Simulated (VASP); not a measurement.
A run of VASP 6.6.1:

INCAR

```
SYSTEM = Au
PREC = Accurate
ENCUT = 600
EDIFF = 1E-6
ISMEAR = 0
SIGMA = 0.1
LREAL = .False.
LASPH = .True.
NELM = 100
ALGO = Normal
ISIF = 3
LWAVE = .False.
LCHARG = .False.
GGA = PS
IBRION = 2
NSW = 70
EDIFFG = -0.008
PSTRESS = 10.0
```

The input KPOINTS:

```
Automatic mesh
0
Gamma
  18 18 18
  0 0 0
```

Contents of POSCAR:

```
Au
1.0
   -1.6157799230      1.6157799230      1.6157799230
    1.6157799230     -1.6157799230      1.6157799230
    1.6157799230      1.6157799230     -1.6157799230
Au
1
Direct
    0.0000000000      0.0000000000      0.0000000000
```

Potentials or basis: VASP PAW PBE potentials, release 64 (Au).

Command:

```sh
$ cat potpaw_PBE.64/Au/POTCAR > POTCAR
$ mpirun -np 1 vasp_std > vasp.out
```

Hardware: 1 thread of Intel Xeon 8259CL (shared host).

Task: Estimate the wall time of this run.

Result: Wall time 84 s on 1 thread of Intel Xeon 8259CL, with other jobs on the host, peak memory 0.18 GiB. Counts: scf iterations 21, k points 195, ion steps 3.
